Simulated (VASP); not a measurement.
## CoPt2O2: relaxation of the atoms with PBEsol

Slab: CoPt2O2, a slab with vacuum.

```xyz
5
Lattice="2.8102 0.0000 0.0000 -1.4051 2.4337 0.0000 0.0000 0.0000 20.8989" Properties=species:S:1:pos:R:3 pbc="T T T"
Pt    1.4051    0.8112    7.5000
Pt    0.0000    1.6225   13.3989
O     1.4051    0.8112    9.4862
O     0.0000    1.6225   11.4127
Co    0.0000    0.0000   10.4494
```

```yaml
Program: VASP 6.6.1
Task: relaxation of the atoms
Functional: PBEsol
Potentials_or_basis: VASP PAW PBE potentials, release 64 (Pt, O, Co)
Cutoff: 520 eV
k_mesh: 12 × 12 × 1
Occupations: gaussian, width 0.1 eV
Spin: no spin polarisation
Dipole_correction: yes
Further_INCAR_settings: ALGO = Normal; EDIFF = 1e-06; IBRION = 2; EDIFFG = -0.02; NSW = 80
```

* Energy gained by relaxing: 12.4 meV/atom
* Ionic steps: 5
* Largest force after relaxing: 0.005 eV/Å

Forces on the atoms (eV/Å):
```
Pt   0.000  0.000 -0.005
Pt   0.000  0.000  0.005
O    0.000  0.000 -0.005
O    0.000  0.000  0.005
Co   0.000  0.000  0.000
```

The path:
| step | energy change (eV) | largest force (eV/Å) | pressure (GPa) |
| --- | --- | --- | --- |
| 1 | 0.0000 | 0.7940 | -1.59 |
| 2 | -0.0378 | 0.3612 | -2.57 |
| 3 | -0.0388 | 0.4768 | -2.74 |
| 4 | -0.0571 | 0.2169 | -3.51 |
| 5 | -0.0622 | 0.0054 | -4.17 |

Final structure:
```
CELL_PARAMETERS angstrom
2.81018 0.00000 0.00000
-1.40509 2.43369 0.00000
0.00000 0.00000 20.89887
ATOMIC_POSITIONS crystal
Pt 0.66667 0.33333 0.35470
Pt 0.33333 0.66667 0.64530
O 0.66667 0.33333 0.45291
O 0.33333 0.66667 0.54709
Co 0.00000 0.00000 0.50000
```

Levels at points of the mesh, in eV from the Fermi level:
```tsv
k point	band 17	band 18	band 19	band 20	band 21	band 22	band 23	band 24
(0.00, 0.00, 0.00)	-1.70	-0.92	-0.92	-0.78	-0.52	-0.52	-0.20	1.78
(0.50, 0.00, 0.00)	-0.86	-0.21	0.10	0.49	0.49	1.63	1.66	2.42
```

Wall time 2.3 min on 1 thread of Intel(R) Xeon(R) 6975P-C (Granite Rapids) (shared host), peak memory 0.34 GiB.

Caveat: the PAW data sets were made with another functional, which shifts forces and pressure a little; spin-orbit coupling is left out, which moves the levels of the heavy elements; an odd number of electrons without spin polarisation forces a metal; a magnetic or distorted state may lie lower; the run has no spin polarisation, though such a crystal can be magnetic. Spin polarisation is off, so any magnetic state and its effect on volume and gap are missing.
